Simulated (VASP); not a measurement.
Input of a VASP 6.6.1 run:

The input INCAR:

```
PREC = Accurate
ENCUT = 520
EDIFF = 1E-6
ISMEAR = 0
SIGMA = 0.05
LREAL = False
LASPH = True
NELM = 150
ALGO = Normal
ISIF = 2
LWAVE = False
LCHARG = True
ISPIN = 2
MAGMOM = 4.2 -2.55 0.03 0.02 0.03 0.02
LORBIT = 11
LMAXMIX = 4
LDAU = True
LDAUTYPE = 2
LDAUL = 2 -1
LDAUU = 3 0
LDAUJ = 0 0
LDAUPRINT = 1
GGA = PS
LELF = True
LVHAR = True
NBANDS = 40
```

Contents of KPOINTS:

```
regular mesh
0
Gamma
  4 4 6
```

File POSCAR:

```
MnF2
1.0
    4.8733996600      0.0000000000      0.0000000000
    0.0000000000      4.8733996600      0.0000000000
    0.0000000000      0.0000000000      3.3098997700
Mn F
2 4
Direct
    0.0000000000      0.0000000000      0.0000000000
    0.5000000000      0.5000000000      0.5000000000
    0.3050000000      0.3050000000      0.0000000000
    0.1950000000      0.8050000000      0.5000000000
    0.6950000000      0.6950000000      0.0000000000
    0.8050000000      0.1950000000      0.5000000000
```

Potentials or basis: VASP PAW PBE potentials, release 64 (Mn_pv, F).

Launch:

```console
$ cat potpaw_PBE.64/Mn_pv/POTCAR potpaw_PBE.64/F/POTCAR > POTCAR
$ mpirun -np 1 vasp_std > vasp.out
```

Estimate the pressure.

-0.2 GPa.

What does it give for the largest force?

0.017 eV/Å.

Predict the band gap on the k mesh.

3.09 eV, indirect (least direct gap 3.13 eV).

What does it give for the net moment?

0.00 μB per cell.

Stress tensor (GPa, compression positive):
```
-0.07  0.00  0.00
 0.00 -0.07  0.00
 0.00  0.00 -0.41
```

Caveat: the PAW data sets were made with another functional, which shifts forces and pressure a little. A k mesh can miss the band edges.
